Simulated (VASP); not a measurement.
A run of VASP 6.6.1:

Contents of INCAR:

```
SYSTEM = SrCd
PREC     = Accurate       ! precision mode
ENCUT    = 520            ! plane-wave cutoff, eV
EDIFF    = 1E-7           ! SCF threshold, eV
ISMEAR   = -1             ! smearing method
SIGMA    = 0.08           ! smearing width, eV
LREAL    = .FALSE.        ! projectors in reciprocal space
LASPH    = .TRUE.         ! aspherical terms in the spheres
NELM     = 100            ! most SCF steps
ALGO     = Normal         ! electronic algorithm
ISIF     = 2              ! what is computed and relaxed
LWAVE    = .FALSE.        ! write WAVECAR
LCHARG   = .FALSE.        ! write CHGCAR
GGA      = CA             ! functional
NBANDS   = 18             ! bands
```

KPOINTS

```
regular mesh
0
G
  10 10 10
  0 0 0
```

Contents of POSCAR:

```
SrCd
1.0
    4.0815101282      0.0000000000      0.0000000000
    0.0000000000      4.0815101282      0.0000000000
    0.0000000000      0.0000000000      4.0815101282
Sr Cd
1 1
Direct
    0.5000000000      0.5000000000      0.5000000000
    0.0000000000      0.0000000000      0.0000000000
```

Potentials or basis: VASP PAW LDA potentials, release 64 (Sr_sv, Cd).

Launch:

```bash
$ cat potpaw_LDA.64/Sr_sv/POTCAR potpaw_LDA.64/Cd/POTCAR > POTCAR
$ mpirun -np 1 vasp_std > vasp.out
```

Hardware: 1 thread of AMD EPYC 9R45 96-Core Processor (Zen 5), with other jobs on the host.

Q: How long does it take, and how much memory?

A: Run time: 21 s on 1 thread of AMD EPYC 9R45 96-Core Processor (Zen 5), with other jobs on the host, peak memory 0.17 GiB. Counts: scf iterations 13, k points 56.
